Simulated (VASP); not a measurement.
# Cu (P6/mmm) in VASP: a series of runs

The runs below take Cu through single point, with RPBE.

All numbers are computed with VASP 6.6.1; they aren't measurements. Logs are shortened: lines on timing, memory, paths and dates and some standing lists are left out, and cuts for length are marked.

**1. The cell of the first run**

It takes space group P6/mmm (No. 191, hexagonal). The conventional cell has a = 4.120 Å, b = 4.120 Å, c = 2.475 Å, α = 90.00°, β = 90.00°, γ = 120.00°. Cu (site symmetry 6/mmm) has 14 Cu at 2.47 to 2.68 Å within 3.3 Å. Cu (site symmetry -6m2) has 11 Cu at 2.38 to 2.68 Å within 3.1 Å.

This isn't the form of Cu at room conditions, which is fcc.

**2. Single point, RPBE (12.12 Å³/atom)**

File INCAR:

```
SYSTEM = Cu
  PREC = Accurate
  ENCUT = 520
  EDIFF = 1E-7
  ISMEAR = -1
  SIGMA = 0.1
  LREAL = .FALSE.
  LASPH = .TRUE.
  NELM = 100
  ALGO = Normal
  ISIF = 2
  LWAVE = .FALSE.
  LCHARG = .TRUE.
  GGA = RP
  LELF = .TRUE.
  LVHAR = .TRUE.
  NBANDS = 24
```

File KPOINTS:

```
Automatic mesh
0
G
  10 10 14
  0 0 0
```

File POSCAR:

```
Cu
1.0
    4.1195682924      0.0000000000      0.0000000000
   -2.0597841462      3.5676507938      0.0000000000
    0.0000000000      0.0000000000      2.4749086687
Cu
3
Direct
    0.0000000000      0.0000000000      0.0000000000
    0.3333333333      0.6666666667      0.5000000000
    0.6666666667      0.3333333333      0.5000000000
```

Potentials or basis: VASP PAW PBE potentials, release 64 (Cu).

Run with:

```console
$ cat potpaw_PBE.64/Cu/POTCAR > POTCAR
$ mpirun -np 1 vasp_std > vasp.out
```

OUTCAR:

```text
SYSTEM = Cu
   PREC = Accurate
   ENCUT = 520
   EDIFF = 1E-7
   ISMEAR = -1
   LREAL = .FALSE.
   LASPH = .TRUE.
   NELM = 100
   ISIF = 2
   GGA = RP

 ion  position               nearest neighbor table
   1  0.000  0.000  0.000-   2 2.68   3 2.68   2 2.68   3 2.68   2 2.68   2 2.68   3 2.68   3 2.68
                             3 2.68   3 2.68   2 2.68   2 2.68
   2  0.333  0.667  0.500-   3 2.38   3 2.38   3 2.38   1 2.68   1 2.68   1 2.68   1 2.68   1 2.68
                             1 2.68
   3  0.667  0.333  0.500-   2 2.38   2 2.38   2 2.38   1 2.68   1 2.68   1 2.68   1 2.68   1 2.68
                             1 2.68

  LATTYP: Found a hexagonal cell.
 ALAT       =     4.1195682924
 C/A-ratio  =     0.6007689382

  Lattice vectors:

 A1 = (   4.1195682924,   0.0000000000,   0.0000000000)
 A2 = (  -2.0597841462,   3.5676507938,   0.0000000000)
 A3 = (   0.0000000000,   0.0000000000,   2.4749086687)

Analysis of symmetry for initial positions (statically):
=====================================================================
 Subroutine PRICEL returns:
 Original cell was already a primitive cell.

 Routine SETGRP: Setting up the symmetry group for a
 hexagonal supercell.

 Subroutine GETGRP returns: Found 24 space group operations
 (whereof 24 operations were pure point group operations)
 out of a pool of 24 trial point group operations.

The static configuration has the point symmetry D_6h.

Analysis of symmetry for dynamics (positions and initial velocities):
=====================================================================
 Subroutine PRICEL returns:
 Original cell was already a primitive cell.

 Routine SETGRP: Setting up the symmetry group for a
 hexagonal supercell.

 Subroutine GETGRP returns: Found 24 space group operations
 (whereof 24 operations were pure point group operations)
 out of a pool of 24 trial point group operations.

The dynamic configuration has the point symmetry D_6h.

 Subroutine INISYM returns: Found 24 space group operations
 (whereof 24 operations are pure point group operations),
 and found     1 'primitive' translations

----------------------------------------------------------------------------------------

                                     Primitive cell

  volume of cell :      36.3742

  direct lattice vectors                    reciprocal lattice vectors
     4.119568292  0.000000000  0.000000000     0.242743882  0.140148246  0.000000000
    -2.059784146  3.567650794  0.000000000     0.000000000  0.280296491  0.000000000
[... 80 lines left out ...]
   ICHARG =      2    charge: 1-file 2-atom 10-const
   ISPIN  =      1    spin polarized calculation?
   LNONCOLLINEAR =      F non collinear calculations
   LSORBIT =      F    spin-orbit coupling
   LASPH  =      T    aspherical Exc in radial PAW
   ENCUT  =  520.0 eV  38.22 Ry    6.18 a.u.   7.66  7.66  4.60*2*pi/ulx,y,z
   NELM   =    100;   NELMIN=  2; NELMDL= -5     # of ELM steps
   EDIFF  = 0.1E-06   stopping-criterion for ELM
   LREAL  =      F    real-space projection
   EDIFFG = 0.1E-05   stopping-criterion for IOM
   NSW    =      0    number of steps for IOM
   IBRION =     -1    ionic relax: 0-MD 1-quasi-New 2-CG
   NFREE  =      0    steps in history (QN), initial steepest desc. (CG)
   ISIF   =      2    stress and relaxation
   ISYM   =      2    0-nonsym 1-usesym 2-fastsym
   POTIM  = 0.5000    time-step for ionic-motion
   TEBEG  =    0.0;   TEEND  =   0.0 temperature during run
   PSTRESS=    0.0 pullay stress
   NELECT =      33.0000    total number of electrons
   NUPDOWN=      -1.0000    fix difference up-down
   EMIN   =  10.00;   EMAX   =-10.00  energy-range for DOS
   EFERMI =   0.00;   METHOD = LEGACY
   ISMEAR =    -1;   SIGMA  =   0.10  broadening in eV -4-tet -1-fermi 0-gaus
   EFERMI_NEDOS =   21; number of points for ismear=-14 and -15
   IALGO  =     38    algorithm
   IMIX   =      4    mixing-type and parameters
     AMIX     =   0.40;   BMIX     =  1.00
     AMIX_MAG =   1.60;   BMIX_MAG =  1.00
  volume/ion in A,a.u.               =      12.12        81.82
  Fermi-wavevector in a.u.,A,eV,Ry     =   1.584827  2.994888 34.173415  2.511675
  Thomas-Fermi vector in A             =   2.684385
   LORBIT       =      0    0 simple, 1 ext, 2 COOP (PROOUT), +10 PAW based schemes
   GGA     = RP    functional components
   LHFCALC =     F    Hartree Fock is set to
   AEXX    =    0.0000 exact exchange contribution
   IVDW    =     0    specifies the selected vdW correction
   LEPSILON=     F    determine dielectric tensor
   LRPA    =     F    only Hartree local field effects (RPA)
 non-spin polarized calculation
  energy-cutoff  :      520.00
  volume of cell :       36.37
 maximum number of plane-waves:      1006
 NGX is ok and might be reduce to    32
   NGX = 15   NGY = 15   NGZ =  9

 number of electron      32.9999973 magnetization

 Free energy of the ion-electron system (eV)
  ---------------------------------------------------
  ext. energy  EPLUGINS =         0.00000000
  ---------------------------------------------------
  free energy    TOTEN  =        -9.53297253 eV

  energy without entropy =       -9.50114886  energy(sigma->0) =       -9.51706070

 E-fermi :   7.4414     XC(G=0): -12.4300

 val. band max:        7.4244794264   @ k =   0.3000   0.0000   0.1429
 cond. band min:       7.4737344648   @ k =   0.3000   0.0000   0.5000
 fundamental gap:      0.0492550385
 Fermi energy:         7.4413613574

 k-point     1 :       0.0000    0.0000    0.0000
  band No.  band energies     occupation
      1      -1.7154      2.00000
      2       3.0022      2.00000
      3       3.8754      2.00000
      4       3.8754      2.00000
      5       3.9324      2.00000
      6       3.9324      2.00000
[... 637 lines left out ...]
     23      23.6573      0.00000
     24      24.0129      0.00000

 [... further k-points ...]
[... 5 lines left out ...]
  --------------------------------------------------------------------------------------
  -------------------------------------------------------------------------------------
  Total        1.3838145      1.3838145      1.2456885      0.0000000     -0.0000000      0.0000000
  in kB       60.9530193     60.9530193     54.8689699      0.0000000     -0.0000000      0.0000000
  external PRESSURE =      58.9250028 kB  Pullay stress =       0.0000000 kB

 VOLUME and BASIS-vectors are now :
 -----------------------------------------------------------------------------
  energy-cutoff  :      520.00
  volume of cell :       36.37
      direct lattice vectors                 reciprocal lattice vectors
     4.119568292  0.000000000  0.000000000     0.242743882  0.140148246  0.000000000
    -2.059784146  3.567650794  0.000000000     0.000000000  0.280296491  0.000000000
     0.000000000  0.000000000  2.474908669     0.000000000  0.000000000  0.404055314

 POSITION                                       TOTAL-FORCE (eV/Angst)
 -----------------------------------------------------------------------------------
      0.00000      0.00000      0.00000        -0.000000      0.000000      0.000000
     -0.00000      2.37843      1.23745        -0.000000      0.000000      0.000000
      2.05978      1.18922      1.23745         0.000000     -0.000000      0.000000
 -----------------------------------------------------------------------------------
    total drift:                               -0.000000      0.000000      0.000000

  FREE ENERGIE OF THE ION-ELECTRON SYSTEM (eV)
  ---------------------------------------------------
  free  energy   TOTEN  =        -9.5329725336 eV

  energy  without entropy=       -9.5011488647  energy(sigma->0) =       -9.51706070
```

OSZICAR:

```text
N       E                     dE             d eps       ncg     rms          rms(c)
DAV:   1     0.219011369487E+03    0.21901E+03   -0.14923E+04  5840   0.241E+03
DAV:   2     0.261278707752E+01   -0.21640E+03   -0.20476E+03  5376   0.342E+02
DAV:   3    -0.116589836325E+02   -0.14272E+02   -0.13308E+02  6400   0.129E+02
DAV:   4    -0.118758325496E+02   -0.21685E+00   -0.21673E+00  6264   0.194E+01
DAV:   5    -0.118787398512E+02   -0.29073E-02   -0.29073E-02  7504   0.200E+00    0.125E+01
DAV:   6    -0.104827697093E+02    0.13960E+01   -0.17503E+01  5864   0.102E+02    0.637E+00
DAV:   7    -0.955732366642E+01    0.92545E+00   -0.34858E+00  6440   0.488E+01    0.103E+00
DAV:   8    -0.955318646659E+01    0.41372E-02   -0.15634E-01  7352   0.161E+01    0.954E-01
DAV:   9    -0.953677622399E+01    0.16410E-01   -0.25262E-02  8296   0.764E+00    0.486E-01
DAV:  10    -0.953295522252E+01    0.38210E-02   -0.97629E-03  7040   0.206E+00    0.475E-02
DAV:  11    -0.953297251722E+01   -0.17295E-04   -0.47694E-04  7752   0.401E-01    0.197E-02
DAV:  12    -0.953297414188E+01   -0.16247E-05   -0.70089E-05  7120   0.181E-01    0.871E-03
DAV:  13    -0.953297447076E+01   -0.32888E-06   -0.56828E-06  7096   0.519E-02    0.596E-03
DAV:  14    -0.953297262895E+01    0.18418E-05   -0.14637E-06  6792   0.272E-02    0.262E-04
DAV:  15    -0.953297248492E+01    0.14404E-06   -0.65200E-08  3896   0.481E-03    0.314E-04
DAV:  16    -0.953297253357E+01   -0.48657E-07   -0.15810E-08  3672   0.250E-03
   1 F= -.95329725E+01 E0= -.95170607E+01  d E =-.318237E-01
```

It took 3.3 min on 1 thread of AMD EPYC 7R13, shared host; peak memory 0.17 GiB.

Results:

```
Free energy            : -9.5330 eV
Pressure               : 5.9 GPa
Band gap on the k mesh : zero (an odd number of electrons rules out a gap without spin polarisation)
```

Levels at points of the mesh, in eV from the Fermi level:
| k point | band 14 | band 15 | band 16 | band 17 | band 18 | band 19 |
| --- | --- | --- | --- | --- | --- | --- |
| (0.00, 0.00, 0.00) | -2.32 | -1.57 | -1.57 | 4.48 | 4.48 | 4.49 |
| (0.50, 0.00, 0.00) | -1.78 | -1.76 | -1.64 | -1.53 | -0.64 | 4.09 |
| (0.00, 0.00, 0.50) | -1.70 | -1.29 | -0.31 | 0.30 | 8.20 | 8.52 |
| (0.50, 0.00, 0.50) | -1.58 | -1.42 | 0.62 | 0.73 | 3.43 | 3.61 |

Caveat: the cell stands under pressure; the PAW data sets were made with another functional, which shifts forces and pressure a little.

**3. Single point, RPBE (12.63 Å³/atom)**

This run uses another cell than the first one, of 12.63 Å³/atom.

File INCAR:

```
ALGO     = Normal         # electronic algorithm
EDIFF    = 1E-6           # SCF threshold, eV
ENCUT    = 520            # plane-wave cutoff, eV
GGA      = RP             # functional
ISIF     = 2              # what is computed and relaxed
ISMEAR   = -1             # smearing method
LASPH    = T              # aspherical terms in the spheres
LCHARG   = T              # write CHGCAR
LELF     = T              # ELF
LREAL    = F              # projectors in reciprocal space
LVHAR    = T            
LWAVE    = F              # write WAVECAR
NBANDS   = 24             # bands
NELM     = 80             # most SCF steps
PREC     = Accurate       # precision mode
SIGMA    = 0.1            # smearing width, eV
```

File KPOINTS:

```
k-points
0
Gamma
  10 10 14
```

File POSCAR:

```
Cu
1.0
    4.1760077482      0.0000000000      0.0000000000
   -2.0880038741      3.6165287963      0.0000000000
    0.0000000000      0.0000000000      2.5088157406
Cu
3
Direct
    0.0000000000      0.0000000000      0.0000000000
    0.3333333333      0.6666666667      0.5000000000
    0.6666666667      0.3333333333      0.5000000000
```

Potentials or basis: VASP PAW PBE potentials, release 64 (Cu).

Run with:

```console
$ cat potpaw_PBE.64/Cu/POTCAR > POTCAR
$ mpirun -np 1 vasp_std > vasp.out
```

OUTCAR:

```text
EDIFF = 1E-6
   ENCUT = 520
   GGA = RP
   ISIF = 2
   ISMEAR = -1
   LASPH = T
   LREAL = F
   NELM = 80
   PREC = Accurate

 ion  position               nearest neighbor table
   1  0.000  0.000  0.000-   2 2.72   3 2.72   2 2.72   3 2.72   2 2.72   2 2.72   3 2.72   3 2.72
                             3 2.72   3 2.72   2 2.72   2 2.72
   2  0.333  0.667  0.500-   3 2.41   3 2.41   3 2.41   1 2.72   1 2.72   1 2.72   1 2.72   1 2.72
                             1 2.72
   3  0.667  0.333  0.500-   2 2.41   2 2.41   2 2.41   1 2.72   1 2.72   1 2.72   1 2.72   1 2.72
                             1 2.72

  LATTYP: Found a hexagonal cell.
 ALAT       =     4.1760077482
 C/A-ratio  =     0.6007689382

  Lattice vectors:

 A1 = (   4.1760077482,   0.0000000000,   0.0000000000)
 A2 = (  -2.0880038741,   3.6165287963,   0.0000000000)
 A3 = (   0.0000000000,   0.0000000000,   2.5088157406)

Analysis of symmetry for initial positions (statically):
=====================================================================
 Subroutine PRICEL returns:
 Original cell was already a primitive cell.

[... 164 lines left out ...]
  ---------------------------------------------------
  ext. energy  EPLUGINS =         0.00000000
  ---------------------------------------------------
  free energy    TOTEN  =        -9.56356573 eV

  energy without entropy =       -9.53131507  energy(sigma->0) =       -9.54744040

 E-fermi :   6.9602     XC(G=0): -12.1962

 val. band max:        6.9255256643   @ k =   0.3000   0.2000   0.2857
 cond. band min:       6.9908388188   @ k =   0.5000   0.0000   0.4286
 fundamental gap:      0.0653131545
 Fermi energy:         6.9601670680

 k-point     1 :       0.0000    0.0000    0.0000
  band No.  band energies     occupation
      1      -1.8961      2.00000
      2       2.7253      2.00000
      3       3.5547      2.00000
      4       3.5547      2.00000
      5       3.5947      2.00000
      6       3.6110      2.00000
[... 637 lines left out ...]
     23      22.7544      0.00000
     24      23.1560      0.00000

 [... further k-points ...]
[... 5 lines left out ...]
  --------------------------------------------------------------------------------------
  -------------------------------------------------------------------------------------
  Total        0.2297646      0.2297646      0.1170434      0.0000000      0.0000000      0.0000000
  in kB        9.7156479      9.7156479      4.9492047      0.0000000      0.0000000      0.0000000
  external PRESSURE =       8.1268335 kB  Pullay stress =       0.0000000 kB

 VOLUME and BASIS-vectors are now :
 -----------------------------------------------------------------------------
  energy-cutoff  :      520.00
  volume of cell :       37.89
      direct lattice vectors                 reciprocal lattice vectors
     4.176007748  0.000000000  0.000000000     0.239463157  0.138254118  0.000000000
    -2.088003874  3.616528796  0.000000000     0.000000000  0.276508237  0.000000000
     0.000000000  0.000000000  2.508815741     0.000000000  0.000000000  0.398594438

 POSITION                                       TOTAL-FORCE (eV/Angst)
 -----------------------------------------------------------------------------------
      0.00000      0.00000      0.00000        -0.000000      0.000000      0.000000
     -0.00000      2.41102      1.25441         0.000000     -0.000000      0.000000
      2.08800      1.20551      1.25441        -0.000000      0.000000      0.000000
 -----------------------------------------------------------------------------------
    total drift:                               -0.000000      0.000000      0.000000

  FREE ENERGIE OF THE ION-ELECTRON SYSTEM (eV)
  ---------------------------------------------------
  free  energy   TOTEN  =        -9.5635657269 eV

  energy  without entropy=       -9.5313150749  energy(sigma->0) =       -9.54744040
```

Run time: 2.9 min. Hardware: 1 thread of AMD EPYC 7R13, shared host; peak memory 0.18 GiB.

What came out:

| Property | Result |
| --- | --- |
| Free energy | -9.5636 eV |
| Pressure | 0.8 GPa |
| Band gap on the k mesh | zero (an odd number of electrons rules out a gap without spin polarisation) |

Caveat: the PAW data sets were made with another functional, which shifts forces and pressure a little.

**4. Single point, RPBE (13.14 Å³/atom)**

This run uses another cell than the first one, of 13.14 Å³/atom.

File INCAR:

```
ALGO = Normal ; EDIFF = 1E-6
ENCUT = 520 ; GGA = RP
ISIF = 2 ; ISMEAR = -1
LASPH = T ; LCHARG = F
LREAL = F ; LWAVE = F
NBANDS = 24 ; NELM = 80
PREC = Accurate ; SIGMA = 0.1
```

KPOINTS is that of step 3.

File POSCAR:

```
Cu
1.0
    4.2309615205      0.0000000000      0.0000000000
   -2.1154807602      3.6641201592      0.0000000000
    0.0000000000      0.0000000000      2.5418302600
Cu
3
Direct
    0.0000000000      0.0000000000      0.0000000000
    0.3333333333      0.6666666667      0.5000000000
    0.6666666667      0.3333333333      0.5000000000
```

Potentials or basis: VASP PAW PBE potentials, release 64 (Cu).

Run with:

```console
$ cat potpaw_PBE.64/Cu/POTCAR > POTCAR
$ mpirun -np 1 vasp_std > vasp.out
```

OUTCAR:

```text
EDIFF = 1E-6
   ENCUT = 520
   GGA = RP
   ISIF = 2
   ISMEAR = -1
   LASPH = T
   LREAL = F
   NELM = 80
   PREC = Accurate

 ion  position               nearest neighbor table
   1  0.000  0.000  0.000-   2 2.75   3 2.75   2 2.75   3 2.75   2 2.75   2 2.75   3 2.75   3 2.75
                             3 2.75   3 2.75   2 2.75   2 2.75
   2  0.333  0.667  0.500-   3 2.44   3 2.44   3 2.44   1 2.75   1 2.75   1 2.75   1 2.75   1 2.75
                             1 2.75
   3  0.667  0.333  0.500-   2 2.44   2 2.44   2 2.44   1 2.75   1 2.75   1 2.75   1 2.75   1 2.75
                             1 2.75
[... 840 lines left out ...]
     24      22.3402      0.00000

 [... further k-points ...]
[... 5 lines left out ...]
  --------------------------------------------------------------------------------------
  -------------------------------------------------------------------------------------
  Total       -0.8168636     -0.8168636     -0.8972882     -0.0000000     -0.0000000      0.0000000
  in kB      -33.2127480    -33.2127480    -36.4827217     -0.0000000     -0.0000000      0.0000000
  external PRESSURE =     -34.3027392 kB  Pullay stress =       0.0000000 kB

 VOLUME and BASIS-vectors are now :
 -----------------------------------------------------------------------------
  energy-cutoff  :      520.00
  volume of cell :       39.41
      direct lattice vectors                 reciprocal lattice vectors
     4.230961521  0.000000000  0.000000000     0.236352894  0.136458407  0.000000000
    -2.115480760  3.664120159  0.000000000     0.000000000  0.272916814  0.000000000
     0.000000000  0.000000000  2.541830260     0.000000000  0.000000000  0.393417301

 POSITION                                       TOTAL-FORCE (eV/Angst)
 -----------------------------------------------------------------------------------
      0.00000      0.00000      0.00000        -0.000000      0.000000      0.000000
     -0.00000      2.44275      1.27092         0.000000      0.000000      0.000000
      2.11548      1.22137      1.27092        -0.000000      0.000000     -0.000000
 -----------------------------------------------------------------------------------
    total drift:                               -0.000000      0.000000      0.000000

  FREE ENERGIE OF THE ION-ELECTRON SYSTEM (eV)
  ---------------------------------------------------
  free  energy   TOTEN  =        -9.5489645098 eV

  energy  without entropy=       -9.5163083578  energy(sigma->0) =       -9.53263643
```

It took 2.8 min on 1 thread of AMD EPYC 7R13, shared host; peak memory 0.18 GiB.

What came out:

| Property | Result |
| --- | --- |
| Free energy | -9.5490 eV |
| Pressure | -3.4 GPa |
| Band gap on the k mesh | zero (an odd number of electrons rules out a gap without spin polarisation) |

Caveat: the cell stands under tension; the PAW data sets were made with another functional, which shifts forces and pressure a little.

(Continued in part 2 of 2.)

The gap in the log of VASP goes by the Fermi energy; the results here count the filled bands.